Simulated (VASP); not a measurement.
# Sn (Im-3m) in VASP: further runs

The runs below take Sn through single point, with r2SCAN.

Program: VASP 6.6.1. These are calculated values, not measurements. Logs are shortened: lines on timing, memory, paths and dates and some standing lists are left out, and cuts for length are marked.

### 1 The cell of the first run

Symmetry: Im-3m, No. 229, cubic system. Conventional cell: a = 3.789 Å, b = 3.789 Å, c = 3.789 Å, α = 90.00°, β = 90.00°, γ = 90.00°. Within 4.3 Å of Sn (site symmetry m-3m) lie 14 Sn at 3.28 to 3.79 Å.

### 2 Single point, r2SCAN

File POSCAR:

```
Sn
1.0
   -1.8946500000      1.8946500000      1.8946500000
    1.8946500000     -1.8946500000      1.8946500000
    1.8946500000      1.8946500000     -1.8946500000
Sn
1
Direct
    0.0000000000      0.0000000000      0.0000000000
```

File INCAR.step1:

```
PREC     = Accurate       # precision mode
ENCUT    = 550            # plane-wave cutoff, eV
ISMEAR   = 0              # smearing method
SIGMA    = 0.5            # smearing width, eV
LREAL    = False          # projectors in reciprocal space
LASPH    = True           # aspherical terms in the spheres
NELM     = 120            # most SCF steps
NBANDS   = 13             # bands
GGA      = PE             # functional
ALGO     = Normal         # electronic algorithm
EDIFF    = 1E-5           # SCF threshold, eV
LWAVE    = True           # write WAVECAR
LCHARG   = False          # write CHGCAR
GGA_COMPAT= False
```

File INCAR.step2:

```
PREC     = Accurate       # precision mode
ENCUT    = 550            # plane-wave cutoff, eV
EDIFF    = 1E-6           # SCF threshold, eV
ISMEAR   = 0              # smearing method
SIGMA    = 0.5            # smearing width, eV
LREAL    = False          # projectors in reciprocal space
LASPH    = True           # aspherical terms in the spheres
NELM     = 120            # most SCF steps
ALGO     = Normal         # electronic algorithm
ISIF     = 2              # what is computed and relaxed
LWAVE    = False          # write WAVECAR
LCHARG   = False          # write CHGCAR
METAGGA  = R2SCAN         # meta-GGA
LMIXTAU  = True         
NBANDS   = 13             # bands
ISTART   = 1            
GGA_COMPAT= False
```

File KPOINTS:

```
Automatic mesh
0
Gamma
  9 9 9
```

Potentials or basis: VASP PAW PBE potentials, release 64 (Sn_d).

The run is started by

```console
cat potpaw_PBE.64/Sn_d/POTCAR > POTCAR
cp INCAR.step1 INCAR
mpirun -np 1 vasp_std > vasp.out
cp INCAR.step2 INCAR
mpirun -np 1 vasp_std > vasp.out
```

OUTCAR:

```text
PREC = Accurate
   ENCUT = 550
   EDIFF = 1E-6
   ISMEAR = 0
   LREAL = False
   LASPH = True
   NELM = 120
   ISIF = 2
   METAGGA = R2SCAN
   ISTART = 1

 ion  position               nearest neighbor table
   1  0.000  0.000  0.000-

  LATTYP: Found a body centered cubic cell.
 ALAT       =     3.7893000000

  Lattice vectors:

 A1 = (  -1.8946500000,   1.8946500000,   1.8946500000)
 A2 = (   1.8946500000,  -1.8946500000,   1.8946500000)
 A3 = (   1.8946500000,   1.8946500000,  -1.8946500000)

Analysis of symmetry for initial positions (statically):
=====================================================================
 Subroutine PRICEL returns:
 Original cell was already a primitive cell.

 Routine SETGRP: Setting up the symmetry group for a
 body centered cubic supercell.

 Subroutine GETGRP returns: Found 48 space group operations
 (whereof 48 operations were pure point group operations)
 out of a pool of 48 trial point group operations.

The static configuration has the point symmetry O_h .

Analysis of symmetry for dynamics (positions and initial velocities):
=====================================================================
 Subroutine PRICEL returns:
 Original cell was already a primitive cell.

 Routine SETGRP: Setting up the symmetry group for a
 body centered cubic supercell.

 Subroutine GETGRP returns: Found 48 space group operations
 (whereof 48 operations were pure point group operations)
 out of a pool of 48 trial point group operations.

The dynamic configuration has the point symmetry O_h .

 Subroutine INISYM returns: Found 48 space group operations
 (whereof 48 operations are pure point group operations),
 and found     1 'primitive' translations

----------------------------------------------------------------------------------------

                                     Primitive cell

  volume of cell :      27.2049

  direct lattice vectors                    reciprocal lattice vectors
    -1.894650000  1.894650000  1.894650000     0.000000000  0.263900984  0.263900984
     1.894650000 -1.894650000  1.894650000     0.263900984  0.000000000  0.263900984
     1.894650000  1.894650000 -1.894650000     0.263900984  0.263900984  0.000000000

  length of vectors
     3.281630063  3.281630063  3.281630063     0.373212351  0.373212351  0.373212351

  position of ions in fractional coordinates (direct lattice)
     0.000000000  0.000000000  0.000000000

  ion indices of the primitive-cell ions
   primitive index   ion index
                 1           1

----------------------------------------------------------------------------------------

 KPOINTS: Automatic mesh

Automatic generation of k-mesh.
 Grid dimensions read from file:
 generate k-points for:    9    9    9

 Generating k-lattice:

  Cartesian coordinates                     Fractional coordinates (reciprocal lattice)
     0.000000000  0.029322332  0.029322332     0.111111111  0.000000000  0.000000000
     0.029322332  0.000000000  0.029322332     0.000000000  0.111111111  0.000000000
     0.029322332  0.029322332  0.000000000     0.000000000  0.000000000  0.111111111

  Length of vectors
     0.041468039  0.041468039  0.041468039

  Shift w.r.t. Gamma in fractional coordinates (k-lattice)
     0.000000000  0.000000000  0.000000000

 Subroutine IBZKPT returns following result:
 ===========================================

 Found     35 irreducible k-points:

 Following reciprocal coordinates:
            Coordinates               Weight
  0.000000  0.000000  0.000000      1.000000
  0.111111  0.000000  0.000000     12.000000
  0.222222  0.000000  0.000000     12.000000
  0.333333  0.000000  0.000000     12.000000
  0.444444  0.000000  0.000000     12.000000
  0.111111  0.111111  0.000000     24.000000
[... 16 lines left out ...]
 -0.333333  0.444444  0.111111     48.000000
 -0.444444 -0.444444  0.111111     24.000000
 [... further k-points ...]
   k-points           NKPTS =     35   k-points in BZ     NKDIM =     35   number of bands    NBANDS=     13
   number of dos      NEDOS =    301   number of ions     NIONS =      1
   total plane-waves  NPLWV =  21952
   dimension x,y,z NGX =    28 NGY =   28 NGZ =   28
   dimension x,y,z NGXF=    56 NGYF=   56 NGZF=   56
   ions per type =               1
   NGX,Y,Z   is equivalent  to a cutoff of  14.18, 14.18, 14.18 a.u.
   NGXF,Y,Z  is equivalent  to a cutoff of  28.37, 28.37, 28.37 a.u.
 SYSTEM =  unknown system
   PREC   = accura    normal or accurate (medium, high low for compatibility)
   ISTART =      1    job   : 0-new  1-cont  2-samecut
   ICHARG =      0    charge: 1-file 2-atom 10-const
   ISPIN  =      1    spin polarized calculation?
   LNONCOLLINEAR =      F non collinear calculations
   LSORBIT =      F    spin-orbit coupling
   LASPH  =      T    aspherical Exc in radial PAW
   ENCUT  =  550.0 eV  40.42 Ry    6.36 a.u.   6.28  6.28  6.28*2*pi/ulx,y,z
   NELM   =    120;   NELMIN=  2; NELMDL=  0     # of ELM steps
   EDIFF  = 0.1E-05   stopping-criterion for ELM
   LREAL  =      F    real-space projection
   EDIFFG = 0.1E-04   stopping-criterion for IOM
   NSW    =      0    number of steps for IOM
   IBRION =     -1    ionic relax: 0-MD 1-quasi-New 2-CG
   NFREE  =      0    steps in history (QN), initial steepest desc. (CG)
   ISIF   =      2    stress and relaxation
   ISYM   =      2    0-nonsym 1-usesym 2-fastsym
   POTIM  = 0.5000    time-step for ionic-motion
   TEBEG  =    0.0;   TEEND  =   0.0 temperature during run
   PSTRESS=    0.0 pullay stress
   NELECT =      14.0000    total number of electrons
   NUPDOWN=      -1.0000    fix difference up-down
   EMIN   =  10.00;   EMAX   =-10.00  energy-range for DOS
   EFERMI =   0.00;   METHOD = LEGACY
   ISMEAR =     0;   SIGMA  =   0.50  broadening in eV -4-tet -1-fermi 0-gaus
   EFERMI_NEDOS =   21; number of points for ismear=-14 and -15
   IALGO  =     38    algorithm
   IMIX   =      4    mixing-type and parameters
     AMIX     =   0.40;   BMIX     =  1.00
     AMIX_MAG =   1.60;   BMIX_MAG =  1.00
  volume/ion in A,a.u.               =      27.20       183.59
  Fermi-wavevector in a.u.,A,eV,Ry     =   1.311903  2.479138 23.416858  1.721090
  Thomas-Fermi vector in A             =   2.442333
   LORBIT       =      0    0 simple, 1 ext, 2 COOP (PROOUT), +10 PAW based schemes
   METAGGA = R2SCAN    functional components
   LHFCALC =     F    Hartree Fock is set to
   AEXX    =    0.0000 exact exchange contribution
   IVDW    =     0    specifies the selected vdW correction
   LEPSILON=     F    determine dielectric tensor
   LRPA    =     F    only Hartree local field effects (RPA)
 non-spin polarized calculation
 Gauss-broadening in eV      SIGMA  =   0.50
  energy-cutoff  :      550.00
  volume of cell :       27.20
 maximum number of plane-waves:       806
 NGX is ok and might be reduce to    28
   NGX = 13   NGY = 13   NGZ = 13

 number of electron      13.9999996 magnetization

 Free energy of the ion-electron system (eV)
  ---------------------------------------------------
  ext. energy  EPLUGINS =         0.00000000
  ---------------------------------------------------
  free energy    TOTEN  =       -24.54366970 eV

  energy without entropy =      -24.48114869  energy(sigma->0) =      -24.51240920

 E-fermi :   7.9598     XC(G=0): -11.2611

 val. band max:        7.9250164741   @ k =  -0.3333   0.4444   0.2222
 cond. band min:       7.9655637825   @ k =  -0.3333   0.3333   0.2222
 fundamental gap:      0.0405473083
 Fermi energy:         7.9597865011

 k-point     1 :       0.0000    0.0000    0.0000
  band No.  band energies     occupation
      1     -14.2511      2.00000
      2     -14.2511      2.00000
      3     -14.2511      2.00000
      4     -14.0988      2.00000
      5     -14.0988      2.00000
      6      -3.6258      2.00000
      7      16.4464      0.00000
      8      16.4465      0.00000
      9      16.4465      0.00000
     10      20.9320      0.00000
     11      20.9320      0.00000
     12      20.9321      0.00000
     13      21.2403      0.00000

 k-point     2 :       0.1111    0.0000    0.0000
  band No.  band energies     occupation
      1     -14.2569      2.00000
      2     -14.2428      2.00000
      3     -14.2235      2.00000
      4     -14.1052      2.00000
      5     -14.0997      2.00000
      6      -3.3409      2.00000
      7      14.2826      0.00000
      8      15.4223      0.00000
      9      16.0945      0.00000
     10      19.0747      0.00000
     11      19.2941      0.00000
     12      20.5571      0.00000
     13      22.2356      0.00000

 k-point     3 :       0.2222    0.0000    0.0000
  band No.  band energies     occupation
      1     -14.2717      2.00000
      2     -14.2273      2.00000
      3     -14.1529      2.00000
      4     -14.1172      2.00000
      5     -14.1021      2.00000
      6      -2.4845      2.00000
      7      10.5656      0.00000
      8      13.7986      0.00000
      9      15.2368      0.00000
     10      17.8136      0.00000
     11      17.9815      0.00000
     12      20.9034      0.00000
     13      22.9103      0.00000

 k-point     4 :       0.3333    0.0000    0.0000
  band No.  band energies     occupation
      1     -14.2885      2.00000
      2     -14.2243      2.00000
      3     -14.1180      2.00000
      4     -14.1047      2.00000
      5     -14.0712      2.00000
      6      -1.0656      2.00000
      7       7.0141      1.99252
      8      12.5273      0.00000
      9      14.4018      0.00000
     10      17.0154      0.00000
     11      17.1193      0.00000
     12      22.1002      0.00000
     13      23.7955      0.00000

 k-point     5 :       0.4444    0.0000    0.0000
  band No.  band energies     occupation
      1     -14.2995      2.00000
      2     -14.2317      2.00000
      3     -14.1101      2.00000
      4     -14.1063      2.00000
      5     -14.0171      2.00000
      6       0.7838      2.00000
      7       4.0625      2.00000
      8      11.8501      0.00000
      9      13.9275      0.00000
     10      16.6286      0.00000
     11      16.6927      0.00000
     12      23.6122      0.00000
     13      24.7836      0.00000
[... 257 lines left out ...]
 k-point    22 :      -0.4444    0.4444    0.1111
  band No.  band energies     occupation
      1     -14.2690      2.00000
      2     -14.2205      2.00000
      3     -14.1266      2.00000
      4     -14.1153      2.00000
      5     -14.0198      2.00000
      6       1.0500      2.00000
      7       4.3455      2.00000
      8      10.9118      0.00000
      9      12.7818      0.00000
     10      17.9168      0.00000
     11      18.0666      0.00000
     12      20.6436      0.00000
     13      22.6884      0.00000

 k-point    23 :      -0.3333    0.4444    0.1111
  band No.  band energies     occupation
      1     -14.2404      2.00000
      2     -14.2000      2.00000
      3     -14.1409      2.00000
      4     -14.1219      2.00000
      5     -14.0469      2.00000
      6       0.5816      2.00000
      7       6.0996      2.00000
      8       8.9625      0.00457
      9      13.3843      0.00000
     10      17.0657      0.00000
     11      18.3663      0.00000
     12      21.9107      0.00000
     13      22.5741      0.00000

 k-point    24 :      -0.4444   -0.4444    0.1111
  band No.  band energies     occupation
      1     -14.2437      2.00000
      2     -14.2047      2.00000
      3     -14.1483      2.00000
      4     -14.1094      2.00000
      5     -14.0250      2.00000
      6       2.0411      2.00000
      7       4.1565      2.00000
      8       8.6082      0.06665
      9      13.2444      0.00000
     10      17.3416      0.00000
     11      19.2631      0.00000
     12      20.0553      0.00000
     13      22.2285      0.00000

 [... further k-points ...]

------------------------ aborting loop because EDIFF is reached ----------------------------------------

  FORCE on cell =-STRESS in cart. coord.  units (eV):
  Direction    XX          YY          ZZ          XY          YZ          ZX
  --------------------------------------------------------------------------------------
  -------------------------------------------------------------------------------------
  Total       -0.0944989     -0.0944989     -0.0944989     -0.0000000      0.0000000     -0.0000000
  in kB       -5.5653242     -5.5653242     -5.5653242     -0.0000000      0.0000000     -0.0000000
  external PRESSURE =      -5.5653242 kB  Pullay stress =       0.0000000 kB

 VOLUME and BASIS-vectors are now :
 -----------------------------------------------------------------------------
  energy-cutoff  :      550.00
  volume of cell :       27.20
      direct lattice vectors                 reciprocal lattice vectors
    -1.894650000  1.894650000  1.894650000     0.000000000  0.263900984  0.263900984
     1.894650000 -1.894650000  1.894650000     0.263900984  0.000000000  0.263900984
     1.894650000  1.894650000 -1.894650000     0.263900984  0.263900984  0.000000000

 POSITION                                       TOTAL-FORCE (eV/Angst)
 -----------------------------------------------------------------------------------
      0.00000      0.00000      0.00000         0.000000      0.000000     -0.000000
 -----------------------------------------------------------------------------------
    total drift:                               -0.000000     -0.000000     -0.000000

  FREE ENERGIE OF THE ION-ELECTRON SYSTEM (eV)
  ---------------------------------------------------
  free  energy   TOTEN  =       -24.5436697004 eV

  energy  without entropy=      -24.4811486914  energy(sigma->0) =      -24.51240920
```

Wall time 80 s (1 thread of Intel Xeon 8259CL, shared host); peak memory 0.16 GiB.

What came out:

```
Free energy            : -24.5437 eV
Pressure               : -0.6 GPa
Band gap on the k mesh : zero (band 7 reaches 16.45 eV, above the bottom of band 8 at 5.41 eV)
```

Levels at points of the mesh, in eV from the Fermi level:
```tsv
k point	band 3	band 4	band 5	band 6	band 7	band 8	band 9	band 10	band 11	band 12
(0.00, 0.00, 0.00)	-22.21	-22.06	-22.06	-11.59	8.49	8.49	8.49	12.97	12.97	12.97
```

Caveat: the PAW data sets were made with another functional, which shifts forces and pressure a little; spin-orbit coupling is left out, which moves the levels of the heavy elements.

### 3 Single point, r2SCAN

POSCAR is that of step 2.

File INCAR.step1:

```
PREC = Accurate
ENCUT = 550
ISMEAR = 0
SIGMA = 0.3
LREAL = False
LASPH = True
NELM = 120
NBANDS = 13
GGA = PE
ALGO = Normal
EDIFF = 1E-5
LWAVE = True
LCHARG = False
GGA_COMPAT = False
```

File INCAR.step2:

```
PREC = Accurate
ENCUT = 550
EDIFF = 1E-6
ISMEAR = 0
SIGMA = 0.3
LREAL = False
LASPH = True
NELM = 120
ALGO = Normal
ISIF = 2
LWAVE = False
LCHARG = False
METAGGA = R2SCAN
LMIXTAU = True
NBANDS = 13
ISTART = 1
GGA_COMPAT = False
```

KPOINTS is that of step 2.

Potentials or basis: VASP PAW PBE potentials, release 64 (Sn_d).

The run is started by

```console
cat potpaw_PBE.64/Sn_d/POTCAR > POTCAR
cp INCAR.step1 INCAR
mpirun -np 1 vasp_std > vasp.out
cp INCAR.step2 INCAR
mpirun -np 1 vasp_std > vasp.out
```

It took 1.7 min on 1 thread of Intel Xeon 8259CL, shared host; peak memory 0.17 GiB.

It converged, with:

```
Free energy            : -24.5226 eV
Pressure               : -0.7 GPa
Band gap on the k mesh : zero (band 7 reaches 16.45 eV, above the bottom of band 8 at 5.41 eV)
```

Levels at points of the mesh, in eV from the Fermi level:
```csv
k point,band 5,band 6,band 7,band 8,band 9,band 10
"(0.00, 0.00, 0.00)",-22.02,-11.55,8.53,8.53,8.53,13.01
```

Caveat: the PAW data sets were made with another functional, which shifts forces and pressure a little; spin-orbit coupling is left out, which moves the levels of the heavy elements.

### 4 Single point, r2SCAN

POSCAR is that of step 3.

File INCAR.step1:

```
SYSTEM = Sn
PREC = Accurate
ENCUT = 550
ISMEAR = 0
SIGMA = 0.2
LREAL = .FALSE.
LASPH = .TRUE.
NELM = 120
NBANDS = 13
GGA = PE
ALGO = Normal
EDIFF = 1E-5
LWAVE = .TRUE.
LCHARG = .FALSE.
GGA_COMPAT = .FALSE.
```

File INCAR.step2:

```
SYSTEM = Sn
PREC = Accurate
ENCUT = 550
EDIFF = 1E-6
ISMEAR = 0
SIGMA = 0.2
LREAL = .FALSE.
LASPH = .TRUE.
NELM = 120
ALGO = Normal
ISIF = 2
LWAVE = .FALSE.
LCHARG = .FALSE.
METAGGA = R2SCAN
LMIXTAU = .TRUE.
NBANDS = 13
ISTART = 1
GGA_COMPAT = .FALSE.
```

File KPOINTS:

```
Automatic mesh
0
G
  9 9 9
  0 0 0
```

The run is started by

```console
cat potpaw_PBE.64/Sn_d/POTCAR > POTCAR
cp INCAR.step1 INCAR
mpirun -np 1 vasp_std > vasp.out
cp INCAR.step2 INCAR
mpirun -np 1 vasp_std > vasp.out
```

Run time: 97 s. Hardware: 1 thread of Intel Xeon 8259CL, shared host; peak memory 0.17 GiB.

Results (log left out):

```
Free energy            : -24.5147 eV
Pressure               : -0.7 GPa
Band gap on the k mesh : zero (band 7 reaches 16.45 eV, above the bottom of band 8 at 5.40 eV)
```

Levels at points of the mesh, in eV from the Fermi level:
```tsv
k point	band 5	band 6	band 7	band 8	band 9	band 10
(0.00, 0.00, 0.00)	-22.00	-11.53	8.55	8.55	8.55	13.03
```

Caveat: the PAW data sets were made with another functional, which shifts forces and pressure a little; spin-orbit coupling is left out, which moves the levels of the heavy elements.

### 5 Single point, r2SCAN

POSCAR is that of step 4.

File INCAR.step1:

```
PREC = Accurate
ENCUT = 550
ISMEAR = 0
SIGMA = 0.1
LREAL = F
LASPH = T
NELM = 120
NBANDS = 13
GGA = PE
ALGO = Normal
EDIFF = 1E-5
LWAVE = T
LCHARG = F
GGA_COMPAT = F
```

File INCAR.step2:

```
PREC = Accurate
ENCUT = 550
EDIFF = 1E-6
ISMEAR = 0
SIGMA = 0.1
LREAL = F
LASPH = T
NELM = 120
ALGO = Normal
ISIF = 2
LWAVE = F
LCHARG = F
METAGGA = R2SCAN
LMIXTAU = T
NBANDS = 13
ISTART = 1
GGA_COMPAT = F
```

File KPOINTS:

```
Automatic mesh
0
Gamma
  9 9 9
```

The run is started by

```console
cat potpaw_PBE.64/Sn_d/POTCAR > POTCAR
cp INCAR.step1 INCAR
mpirun -np 1 vasp_std > vasp.out
cp INCAR.step2 INCAR
mpirun -np 1 vasp_std > vasp.out
```

It took 95 s on 1 thread of Intel Xeon 8259CL, shared host; peak memory 0.17 GiB.

Results (log left out):

- Free energy: -24.5093 eV
- Pressure: -0.9 GPa
- Band gap on the k mesh: zero (band 7 reaches 16.45 eV, above the bottom of band 8 at 5.40 eV)

Levels at points of the mesh, in eV from the Fermi level:
| k point | band 5 | band 6 | band 7 | band 8 | band 9 | band 10 |
| --- | --- | --- | --- | --- | --- | --- |
| (0.00, 0.00, 0.00) | -21.99 | -11.52 | 8.56 | 8.56 | 8.56 | 13.05 |

Caveat: the PAW data sets were made with another functional, which shifts forces and pressure a little; spin-orbit coupling is left out, which moves the levels of the heavy elements.

### 6 The runs side by side

```tsv
smearing	gap on the mesh (eV)	pressure (GPa)
gaussian 0.5 eV	none	-0.6
gaussian 0.3 eV	none	-0.7
gaussian 0.2 eV	none	-0.7
gaussian 0.1 eV	none	-0.9
```

Alike in all rows: task single point; level r2SCAN; potentials or basis VASP PAW PBE potentials, release 64 (Sn_d); no spin polarisation; cell as given; k mesh 9 × 9 × 9; cutoff (eV) 550.

Every run on the cell as given and a fine mesh finds a metal.

Caveats: the PAW data sets were made with another functional, which shifts forces and pressure a little; spin-orbit coupling is left out, which moves the levels of the heavy elements.

Absolute energies hang on the potentials; compare differences alone.
